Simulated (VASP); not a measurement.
# Be24Cl in VASP: a series of runs

The runs below take Be24Cl through single point, with PBE.

Program: VASP 6.6.1. These are calculated values, not measurements. Logs are shortened: lines on timing, memory, paths and dates and some standing lists are left out, and cuts for length are marked.

### Step 1. The cell of the first run

The cell holds a slab with vacuum, 25 atoms: a = 4.525 Å, b = 7.134 Å, c = 19.869 Å, α = 90.00°, β = 90.00°, γ = 90.00°.

### Step 2. Single point, PBE

File INCAR:

```
PREC = Accurate
ENCUT = 520
EDIFF = 1E-6
ISMEAR = 0
SIGMA = 0.1
LREAL = Auto
LASPH = True
NELM = 100
ALGO = Normal
ISIF = 2
LWAVE = False
LCHARG = False
LDIPOL = True
IDIPOL = 3
DIPOL = 0.5 0.5 0.322
GGA = PE
NBANDS = 46
```

File KPOINTS:

```
Automatic mesh
0
Gamma
  6 4 1
```

File POSCAR:

```
Be24Cl
1.0
    4.5254381414      0.0000000000      0.0000000000
    0.0000000000      7.1336190818      0.0000000000
    0.0000000000      0.0000000000     19.8685529777
Be Cl
24 1
Direct
    0.0000000000      0.3750000000      0.2013231665
    0.0000000000      0.8750000000      0.2013231665
    0.5000000000      0.3750000000      0.2013231665
    0.5000000000      0.8750000000      0.2013231665
    0.2500000000      0.1250000000      0.2341987732
    0.2500000000      0.6250000000      0.2341987732
    0.7500000000      0.1250000000      0.2341987732
    0.7500000000      0.6250000000      0.2341987732
    0.2500000000      0.3750000000      0.2999499865
    0.2500000000      0.8750000000      0.2999499865
    0.7500000000      0.3750000000      0.2999499865
    0.7500000000      0.8750000000      0.2999499865
    0.0000000000      0.1250000000      0.3268353583
    0.0000000000      0.6250000000      0.3268353583
    0.5000000000      0.1250000000      0.3268353583
    0.5000000000      0.6250000000      0.3268353583
    0.0000000000      0.3750000000      0.3993099146
    0.0000000000      0.8750000000      0.3993099146
    0.5000000000      0.3750000000      0.3993099146
    0.5000000000      0.8750000000      0.3993099146
    0.2500000000      0.1250000000      0.4211958962
    0.2500000000      0.6250000000      0.4211958962
    0.7500000000      0.1250000000      0.4211958962
    0.7500000000      0.6250000000      0.4211958962
    0.2500000000      0.2500000000      0.5139953577
```

Potentials or basis: VASP PAW PBE potentials, release 64 (Be, Cl).

Command:

```console
$ cat potpaw_PBE.64/Be/POTCAR potpaw_PBE.64/Cl/POTCAR > POTCAR
$ mpirun -np 1 vasp_std > vasp.out
```

OUTCAR:

```text
PREC = Accurate
   ENCUT = 520
   EDIFF = 1E-6
   ISMEAR = 0
   LREAL = Auto
   LASPH = True
   NELM = 100
   ISIF = 2
   GGA = PE

 ion  position               nearest neighbor table
   1  0.000  0.375  0.201-   5 2.21   6 2.21   7 2.21   8 2.21   3 2.26   3 2.26  11 2.26   9 2.26

   2  0.000  0.875  0.201-   5 2.21   6 2.21   7 2.21   8 2.21   4 2.26   4 2.26  12 2.26  10 2.26

   3  0.500  0.375  0.201-   5 2.21   6 2.21   7 2.21   8 2.21   1 2.26   1 2.26  11 2.26   9 2.26
[... 39 lines left out ...]
  23  0.750  0.125  0.421-  17 2.16  18 2.16  19 2.16  20 2.16  13 2.19  15 2.19  21 2.26  21 2.26

  24  0.750  0.625  0.421-  17 2.16  18 2.16  19 2.16  20 2.16  14 2.19  16 2.19  22 2.26  22 2.26

  25  0.250  0.250  0.514-  21 2.05

  LATTYP: Found a simple orthorhombic cell.
 ALAT       =     4.5254381414
 B/A-ratio  =     1.5763377730
 C/A-ratio  =     4.3904153271

  Lattice vectors:

 A1 = (   4.5254381414,   0.0000000000,   0.0000000000)
 A2 = (   0.0000000000,   7.1336190818,   0.0000000000)
 A3 = (   0.0000000000,   0.0000000000,  19.8685529777)

Analysis of symmetry for initial positions (statically):
=====================================================================
 Subroutine PRICEL returns:
 Original cell was already a primitive cell.

 Routine SETGRP: Setting up the symmetry group for a
 simple orthorhombic supercell.

 Subroutine GETGRP returns: Found  2 space group operations
 (whereof  1 operations were pure point group operations)
 out of a pool of  8 trial point group operations.

The static configuration has the point symmetry C_1 .
 The point group associated with its full space group is C_1h.

Analysis of symmetry for dynamics (positions and initial velocities):
=====================================================================
 Subroutine PRICEL returns:
 Original cell was already a primitive cell.

 Routine SETGRP: Setting up the symmetry group for a
 simple orthorhombic supercell.

 Subroutine GETGRP returns: Found  2 space group operations
 (whereof  1 operations were pure point group operations)
 out of a pool of  8 trial point group operations.

The dynamic configuration has the point symmetry C_1 .
 The point group associated with its full space group is C_1h.

 Subroutine INISYM returns: Found  2 space group operations
 (whereof  1 operations are pure point group operations),
 and found     1 'primitive' translations
[... 138 lines left out ...]
   PSTRESS=    0.0 pullay stress
   NELECT =      55.0000    total number of electrons
   NUPDOWN=      -1.0000    fix difference up-down
   EMIN   =  10.00;   EMAX   =-10.00  energy-range for DOS
   EFERMI =   0.00;   METHOD = LEGACY
   ISMEAR =     0;   SIGMA  =   0.10  broadening in eV -4-tet -1-fermi 0-gaus
   EFERMI_NEDOS =   21; number of points for ismear=-14 and -15
   IALGO  =     38    algorithm
   IMIX   =      4    mixing-type and parameters
     AMIX     =   0.40;   BMIX     =  1.00
     AMIX_MAG =   1.60;   BMIX_MAG =  1.00
  volume/ion in A,a.u.               =      25.66       173.14
  Fermi-wavevector in a.u.,A,eV,Ry     =   0.721911  1.364213  7.090745  0.521155
  Thomas-Fermi vector in A             =   1.811739
   LORBIT       =      0    0 simple, 1 ext, 2 COOP (PROOUT), +10 PAW based schemes
   GGA     = PE    functional components
   LHFCALC =     F    Hartree Fock is set to
   AEXX    =    0.0000 exact exchange contribution
   IVDW    =     0    specifies the selected vdW correction
   LEPSILON=     F    determine dielectric tensor
   LRPA    =     F    only Hartree local field effects (RPA)
 non-spin polarized calculation
 Gauss-broadening in eV      SIGMA  =   0.10
  energy-cutoff  :      520.00
  volume of cell :      641.41
 maximum number of plane-waves:     17327
 NGX is ok and might be reduce to    36
   NGX = 17   NGY = 27   NGZ = 73

 dipolmoment           0.000000      0.000000     -0.068896 electrons x Angstroem

 number of electron      54.9999999 magnetization

 dipolmoment           0.000000      0.000000      0.171359 electrons x Angstroem

 Free energy of the ion-electron system (eV)
  ---------------------------------------------------
  ext. energy  EPLUGINS =         0.00000000
  ---------------------------------------------------
  free energy    TOTEN  =       -86.13223602 eV

  energy without entropy =      -86.10757463  energy(sigma->0) =      -86.11990532

 E-fermi :  -1.1397     XC(G=0):  -4.4026

 val. band max:       -1.1841054321   @ k =   0.5000   0.5000   0.0000
 cond. band min:      -1.1231890748   @ k =   0.1667   0.2500   0.0000
 fundamental gap:      0.0609163572
 Fermi energy:        -1.1396924109

 k-point     1 :       0.0000    0.0000    0.0000
  band No.  band energies     occupation
      1     -16.5114      2.00000
      2     -11.4179      2.00000
      3      -9.3709      2.00000
      4      -9.3021      2.00000
      5      -9.2499      2.00000
      6      -7.3386      2.00000
[... 493 lines left out ...]
     38       3.2984      0.00000
     39       3.3556      0.00000
 [bands above 39 left out]

------------------------ aborting loop because EDIFF is reached ----------------------------------------

 vacuum level on the upper side and lower side of the slab       (xc-potential included)         0.460        -0.473

  FORCE on cell =-STRESS in cart. coord.  units (eV):
  Direction    XX          YY          ZZ          XY          YZ          ZX
  --------------------------------------------------------------------------------------
  -------------------------------------------------------------------------------------
  Total        1.3946215     -3.7976487     -1.0216119      0.0000000     -1.3173380      0.0000000
  in kB        3.4836149     -9.4861193     -2.5518770      0.0000000     -3.2905690      0.0000000
  external PRESSURE =      -2.8514605 kB  Pullay stress =       0.0000000 kB

 VOLUME and BASIS-vectors are now :
 -----------------------------------------------------------------------------
  energy-cutoff  :      520.00
  volume of cell :      641.41
      direct lattice vectors                 reciprocal lattice vectors
     4.525438141  0.000000000  0.000000000     0.220973079  0.000000000  0.000000000
     0.000000000  7.133619082  0.000000000     0.000000000  0.140181300  0.000000000
     0.000000000  0.000000000 19.868552978     0.000000000  0.000000000  0.050330792

 POSITION                                       TOTAL-FORCE (eV/Angst)
 -----------------------------------------------------------------------------------
      0.00000      2.67511      4.00000         0.034670     -0.000822      0.555122
      0.00000      6.24192      4.00000        -0.078162     -0.070351      0.537395
      2.26272      2.67511      4.00000        -0.034670     -0.000822      0.555122
      2.26272      6.24192      4.00000         0.078162     -0.070351      0.537395
      1.13136      0.89170      4.65319         0.000000      0.055136     -0.623683
      1.13136      4.45851      4.65319         0.000000     -0.080937     -0.633940
[... 17 lines left out ...]
      3.39408      4.45851      8.36855         0.000000     -0.091673     -0.031604
      1.13136      1.78340     10.21234         0.000000     -0.435703      0.004724
 -----------------------------------------------------------------------------------
    total drift:                                0.000000     -0.000009      0.001509

  FREE ENERGIE OF THE ION-ELECTRON SYSTEM (eV)
  ---------------------------------------------------
  free  energy   TOTEN  =       -86.1322360156 eV

  energy  without entropy=      -86.1075746334  energy(sigma->0) =      -86.11990532

 vacuum level on the upper side and lower side of the slab         4.171         3.224
```

stdout:

```text
POSCAR found type information on POSCAR BeCl
 POSCAR found :  2 types and      25 ions
 scaLAPACK will be used
 LDA part: xc-table for (Slater+PW92), standard interpolation
 POSCAR, INCAR and KPOINTS ok, starting setup
 FFT: planning ... GRIDC
 FFT: planning ... GRID_SOFT
 FFT: planning ... GRID
 WAVECAR not read
 entering main loop
```

It took 15 min on 1 thread of AMD EPYC 7R13 (Zen 3), shared host; peak memory 0.67 GiB.

Results:

| Property | Result |
| --- | --- |
| Free energy | -86.1322 eV |
| Largest force | 0.832 eV/Å |
| Band gap on the k mesh | zero (an odd number of electrons rules out a gap without spin polarisation) |

Forces in eV/Å, atoms in the order of the input:
```
Be   0.035 -0.001  0.555
Be  -0.078 -0.070  0.537
Be  -0.035 -0.001  0.555
Be   0.078 -0.070  0.537
Be   0.000  0.055 -0.624
Be   0.000 -0.081 -0.634
Be   0.000  0.053 -0.624
Be   0.000  0.148 -0.819
Be   0.000 -0.006  0.221
Be   0.000 -0.099  0.060
Be   0.000  0.129 -0.115
Be   0.000 -0.035  0.102
Be   0.082  0.039  0.328
Be  -0.116  0.058  0.000
Be  -0.082  0.039  0.328
Be   0.116  0.058  0.000
Be  -0.402  0.318 -0.211
Be  -0.049 -0.148 -0.216
Be   0.402  0.318 -0.211
Be   0.049 -0.148 -0.216
Be   0.000 -0.201  0.769
Be   0.000  0.315 -0.074
Be   0.000 -0.143 -0.222
Be   0.000 -0.092 -0.032
Cl   0.000 -0.436  0.005
```

### Step 3. Single point, PBE

File INCAR:

```
PREC = Accurate ; ENCUT = 520
EDIFF = 1E-6 ; ISMEAR = 0
SIGMA = 0.1 ; LREAL = Auto
LASPH = T ; NELM = 100
ALGO = Normal ; ISIF = 2
LWAVE = F ; LCHARG = T
LDIPOL = T ; IDIPOL = 3
DIPOL = 0.5 0.5 0.322 ; GGA = PE
LELF = T ; LVHAR = T
LVACPOTAV = T ; NBANDS = 46
```

File KPOINTS:

```
regular mesh
0
Gamma
  6 4 1
```

Edit POSCAR of step 2 so:

```diff
@@ -32,2 +32,2 @@
     0.7500000000      0.6250000000      0.4211958962
-    0.2500000000      0.2500000000      0.5139953577
+    0.4166666667      0.1250000000      0.5145678785
```

Potentials or basis: VASP PAW PBE potentials, release 64 (Be, Cl).

Command:

```console
$ cat potpaw_PBE.64/Be/POTCAR potpaw_PBE.64/Cl/POTCAR > POTCAR
$ mpirun -np 1 vasp_std > vasp.out
```

Wall time 16 min (1 thread of AMD EPYC 7R13 (Zen 3), shared host); peak memory 0.67 GiB.

Results (log left out):

```
Free energy            : -86.5615 eV
Largest force          : 0.814 eV/Å
Band gap on the k mesh : zero (an odd number of electrons rules out a gap without spin polarisation)
```

Forces on the atoms (eV/Å):
```
Be   0.005 -0.037  0.544
Be   0.005  0.037  0.544
Be  -0.002  0.139  0.584
Be  -0.002 -0.139  0.584
Be  -0.041  0.000 -0.592
Be   0.027  0.000 -0.791
Be   0.042  0.000 -0.588
Be  -0.032  0.000 -0.813
Be  -0.055  0.078  0.086
Be  -0.055 -0.078  0.086
Be   0.049  0.099  0.022
Be   0.049 -0.099  0.022
Be   0.069  0.000  0.197
Be  -0.051  0.000  0.060
Be  -0.006  0.000  0.421
Be   0.033  0.000 -0.146
Be  -0.118  0.317 -0.344
Be  -0.118 -0.317 -0.344
Be   0.053  0.496 -0.379
Be   0.053 -0.496 -0.379
Be  -0.024  0.000  0.585
Be   0.005  0.000 -0.027
Be  -0.412  0.000  0.623
Be   0.004  0.000  0.052
Cl   0.521  0.000 -0.006
```

Levels at points of the mesh, in eV from the Fermi level:
```
           k point  band 25  band 26  band 27  band 28  band 29  band 30
(0.00, 0.00, 0.00)    -1.67    -0.84    -0.03     0.02     0.33     0.87
(0.50, 0.00, 0.00)    -0.66    -0.29     0.83     0.86     1.40     1.50
(0.00, 0.50, 0.00)    -1.03    -0.95    -0.83    -0.69     0.19     0.45
(0.50, 0.50, 0.00)    -0.42    -0.12    -0.02     0.14     0.53     0.62
```

The gap in the log of VASP goes by the Fermi energy; the results here count the filled bands.